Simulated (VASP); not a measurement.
# Al (I4_122) in VASP: a series of runs, part 2 of 2

VASP 6.6.1. Earlier steps stand in the parts before.

### 3 Relaxation of cell and atoms, PBE

Contents of INCAR:

```
ALGO = Normal ; EDIFF = 1E-7
EDIFFG = -0.04 ; ENCUT = 600
GGA = PE ; IBRION = 2
ISIF = 3 ; ISMEAR = 0
LASPH = T ; LCHARG = F
LREAL = F ; LWAVE = F
NELM = 100 ; NSW = 90
PREC = Accurate ; SIGMA = 0.1
```

Contents of KPOINTS:

```
k-points
0
Gamma
  6 6 6
```

Contents of POSCAR:

```
Al
1.0
   -3.6330055000      3.6330055000      2.1725438900
    3.6330055000     -3.6330055000      2.1725438900
    3.6330055000      3.6330055000     -2.1725438900
Al
6
Direct
    0.5000000000      0.5000000000      0.0000000000
    0.2500000000      0.7500000000      0.5000000000
    0.8251750700      0.6250000000      0.7001750700
    0.9248249300      0.1250000000      0.2998249300
    0.3750000000      0.1748249300      0.2998249300
    0.8750000000      0.0751750700      0.7001750700
```

Potentials or basis: VASP PAW PBE potentials, release 64 (Al).

Started as:

```bash
$ cat potpaw_PBE.64/Al/POTCAR > POTCAR
$ mpirun -np 1 vasp_std > vasp.out
```

OUTCAR:

```text
EDIFF = 1E-7
   EDIFFG = -0.04
   ENCUT = 600
   GGA = PE
   IBRION = 2
   ISIF = 3
   ISMEAR = 0
   LASPH = T
   LREAL = F
   NELM = 100
   NSW = 90
   PREC = Accurate

 ion  position               nearest neighbor table
   1  0.500  0.500  0.000-   4 2.47   3 2.47   5 2.47   6 2.47   6 3.29   4 3.29   5 3.29   3 3.29

   2  0.250  0.750  0.500-   6 2.47   3 2.47   5 2.47   4 2.47   3 3.29   4 3.29   6 3.29   5 3.29

   3  0.825  0.625  0.700-   5 2.33   6 2.33   1 2.47   2 2.47   5 3.27   6 3.27   1 3.29   2 3.29

   4  0.925  0.125  0.300-   5 2.33   6 2.33   2 2.47   1 2.47   6 3.27   5 3.27   2 3.29   1 3.29

   5  0.375  0.175  0.300-   3 2.33   4 2.33   1 2.47   2 2.47   4 3.27   3 3.27   1 3.29   2 3.29

   6  0.875  0.075  0.700-   3 2.33   4 2.33   1 2.47   2 2.47   4 3.27   3 3.27   1 3.29   2 3.29

  LATTYP: Found a body centered tetragonal cell.
 ALAT       =     7.2660110000
 C/A-ratio  =     0.5980018170

  Lattice vectors:

 A1 = (  -3.6330055000,   3.6330055000,   2.1725438900)
 A2 = (   3.6330055000,  -3.6330055000,   2.1725438900)
 A3 = (   3.6330055000,   3.6330055000,  -2.1725438900)

Analysis of symmetry for initial positions (statically):
=====================================================================
 Subroutine PRICEL returns:
 Original cell was already a primitive cell.

 Routine SETGRP: Setting up the symmetry group for a
 body centered tetragonal supercell.

 Subroutine GETGRP returns: Found  8 space group operations
 (whereof  4 operations were pure point group operations)
 out of a pool of 16 trial point group operations.

The static configuration has the point symmetry D_2 .
 The point group associated with its full space group is D_4 .

Analysis of symmetry for dynamics (positions and initial velocities):
=====================================================================
 Subroutine PRICEL returns:
 Original cell was already a primitive cell.

 Routine SETGRP: Setting up the symmetry group for a
 body centered tetragonal supercell.

 Subroutine GETGRP returns: Found  8 space group operations
 (whereof  4 operations were pure point group operations)
 out of a pool of 16 trial point group operations.
[... 161 lines left out ...]

------------------------ aborting loop because EDIFF is reached ----------------------------------------

  FORCE on cell =-STRESS in cart. coord.  units (eV):
  Direction    XX          YY          ZZ          XY          YZ          ZX
  --------------------------------------------------------------------------------------
  -------------------------------------------------------------------------------------
  Total       12.6458327     12.6458327     11.0263534      0.0000000      0.0000000      0.0000000
  in kB      176.6433743    176.6433743    154.0216706      0.0000000      0.0000000      0.0000000
  external PRESSURE =     169.1028064 kB  Pullay stress =       0.0000000 kB
[... 27 lines left out ...]
--------------------------------------- Ionic step        2  -------------------------------------------

 number of electron      18.0000000 magnetization

 E-fermi :   3.8443     XC(G=0):  -8.5594

 val. band max:        3.8176400248   @ k =   0.0000   0.0000   0.0000
 cond. band min:       3.8506275171   @ k =   0.1667   0.0000   0.0000
 fundamental gap:      0.0329874923
 Fermi energy:         3.8442599435

 k-point     1 :       0.0000    0.0000    0.0000
  band No.  band energies     occupation
      1      -4.7296      2.00000
      2      -1.1534      2.00000
      3      -0.4862      2.00000
      4      -0.4862      2.00000
      5       1.5411      2.00000
      6       2.5667      2.00000
      7       2.8062      2.00000
      8       3.4308      2.00000
      9       3.8176      1.29343
     10       3.8176      1.29343
     11       3.8872      0.54371
     12       3.8872      0.54371
     13       3.9596      0.10272
[... 441 lines left out ...]
  FREE ENERGIE OF THE ION-ELECTRON SYSTEM (eV)
  ---------------------------------------------------
  free  energy   TOTEN  =       -19.1097334992 eV

  energy  without entropy=      -19.0955840266  energy(sigma->0) =      -19.10265876

[... ionic steps 4 to 10 ...]

--------------------------------------- Ionic step       11  -------------------------------------------

 number of electron      18.0000000 magnetization

------------------------ aborting loop because EDIFF is reached ----------------------------------------
[... 75 lines left out ...]
--------------------------------------- Ionic step       13  -------------------------------------------

 number of electron      18.0000000 magnetization

 Free energy of the ion-electron system (eV)
  ---------------------------------------------------
  ext. energy  EPLUGINS =         0.00000000
  ---------------------------------------------------
  free energy    TOTEN  =       -19.63866072 eV

  energy without entropy =      -19.63006151  energy(sigma->0) =      -19.63436112

 E-fermi :   4.7493     XC(G=0):  -8.9837

 val. band max:        4.7226004693   @ k =  -0.1667  -0.1667   0.1667
 cond. band min:       4.7675081258   @ k =   0.3333   0.1667   0.1667
 fundamental gap:      0.0449076565
 Fermi energy:         4.7493019646

 k-point     1 :       0.0000    0.0000    0.0000
  band No.  band energies     occupation
      1      -4.3605      2.00000
      2      -0.9930      2.00000
      3      -0.0743      2.00000
      4      -0.0743      2.00000
      5       2.2723      2.00000
      6       3.8997      2.00000
      7       3.8997      2.00000
      8       3.9602      2.00000
      9       4.5819      1.98208
     10       5.6714      0.00000
     11       5.7900      0.00000
     12       6.2061      0.00000
     13       6.2061      0.00000
[... 401 lines left out ...]
  FREE ENERGIE OF THE ION-ELECTRON SYSTEM (eV)
  ---------------------------------------------------
  free  energy   TOTEN  =       -19.6386607165 eV

  energy  without entropy=      -19.6300615141  energy(sigma->0) =      -19.63436112

 reached required accuracy - stopping structural energy minimisation
```

OSZICAR:

```text
N       E                     dE             d eps       ncg     rms          rms(c)
DAV:   1     0.311922540621E+02    0.31192E+02   -0.69254E+03   780   0.122E+03
DAV:   2    -0.155502860502E+02   -0.46743E+02   -0.44540E+02   969   0.136E+02
DAV:   3    -0.176854821432E+02   -0.21352E+01   -0.20482E+01  1039   0.263E+01
DAV:   4    -0.177264364950E+02   -0.40954E-01   -0.40912E-01   958   0.439E+00
[... 125 lines left out ...]
DAV:   1    -0.196387502160E+02   -0.77706E-03   -0.17589E-02   928   0.813E-01    0.588E-02
DAV:   2    -0.196386960261E+02    0.54190E-04   -0.67949E-04   918   0.171E-01    0.304E-02
DAV:   3    -0.196386624541E+02    0.33572E-04   -0.84437E-05   983   0.483E-02    0.140E-02
DAV:   4    -0.196386606611E+02    0.17930E-05   -0.75313E-06   925   0.174E-02    0.600E-03
DAV:   5    -0.196386607165E+02   -0.55432E-07   -0.43015E-07   930   0.412E-03
  13 F= -.19638661E+02 E0= -.19634361E+02  d E =-.663724E-02
```

CONTCAR:

```text
Al
   1.00000000000000
    -4.0260366795953795    4.0260366795953795    2.0661493718884660
     4.0260366795953795   -4.0260366795953795    2.0661493718884660
     4.0260366795953795    4.0260366795953795   -2.0661493718884660
  Al
     6
Direct
     0.5000000000000000    0.5000000000000000    0.0000000000000000
     0.2500000000000000    0.7500000000000000    0.5000000000000000
     0.8768583169390750    0.6250000000000000    0.7518583169390750
     0.8731416830609250    0.1250000000000000    0.2481416830609251
     0.3750000000000000    0.1231416830609250    0.2481416830609251
     0.8750000000000000    0.1268583169390750    0.7518583169390750

  0.00000000E+00  0.00000000E+00  0.00000000E+00
  0.00000000E+00  0.00000000E+00  0.00000000E+00
  0.00000000E+00  0.00000000E+00  0.00000000E+00
  0.00000000E+00  0.00000000E+00  0.00000000E+00
  0.00000000E+00  0.00000000E+00  0.00000000E+00
  0.00000000E+00  0.00000000E+00  0.00000000E+00
```

It took 13 min on 1 thread of AMD EPYC 7R43 (Zen 3), shared host; peak memory 0.3 GiB.

Results:

```yaml
Free_energy: -19.6387 eV
Relaxed_volume: 22.33 Å³/atom
Relaxed_cell: a = 6.057 Å, b = 6.057 Å, c = 6.057 Å, α = 96.68°, β = 96.68°, γ = 140.11°
Space_group_after_relaxing_to_0.1_Å: I4_1/amd (No. 141)
Energy_gained_by_relaxing: 399.8 meV/atom
Ionic_steps: 13
Pressure_after_relaxing: 0.0 GPa
Largest_force_after_relaxing: 0.018 eV/Å
Band_gap_on_the_k_mesh: zero (bands 9 and 10 overlap by 3.01 eV)
```

Forces on the atoms (eV/Å):
```
Al   0.000  0.000  0.000
Al   0.000  0.000  0.000
Al   0.000 -0.018  0.000
Al   0.000  0.018  0.000
Al   0.018  0.000  0.000
Al  -0.018  0.000  0.000
```

Step by step:
```
step  energy change (eV)  largest force (eV/Å)  pressure (GPa)  volume (Å³)
   1              0.0000                3.0136           16.91       114.70
   2             -1.7940                0.4051           -3.84       151.55
   3             -1.8697                0.6720           -1.56       143.43
   4             -1.9929                0.5895           -0.96       139.95
   5             -2.2067                0.3734            1.77       129.78
   6             -2.2152                0.2731            3.11       126.51
   7             -2.2865                0.1324            2.32       127.94
   8             -2.3620                0.0664            1.15       130.73
   9             -2.3697                0.1344            0.74       132.01
  10             -2.3845                0.0969            0.17       133.39
  11             -2.3920                0.0473           -0.57       135.33
  12             -2.3979                0.0258           -0.21       134.39
  13             -2.3986                0.0182           -0.04       133.96
```

Final structure:
```cif
data_structure
_symmetry_space_group_name_H-M 'P 1'
_symmetry_Int_Tables_number 1
_cell_length_a 6.0570
_cell_length_b 6.0570
_cell_length_c 6.0570
_cell_angle_alpha 96.682
_cell_angle_beta 96.682
_cell_angle_gamma 140.110
_cell_volume 133.96
loop_
_atom_site_label
_atom_site_type_symbol
_atom_site_fract_x
_atom_site_fract_y
_atom_site_fract_z
_atom_site_occupancy
Al1 Al 0.50000 0.50000 0.00000 1
Al2 Al 0.25000 0.75000 0.50000 1
Al3 Al 0.87686 0.62500 0.75186 1
Al4 Al 0.87314 0.12500 0.24814 1
Al5 Al 0.37500 0.12314 0.24814 1
Al6 Al 0.87500 0.12686 0.75186 1
```

Caveat: the volume moved by over 15 % at a fixed basis, so the end points are rough.

The gap in the log of VASP goes by the Fermi energy; the results here count the filled bands.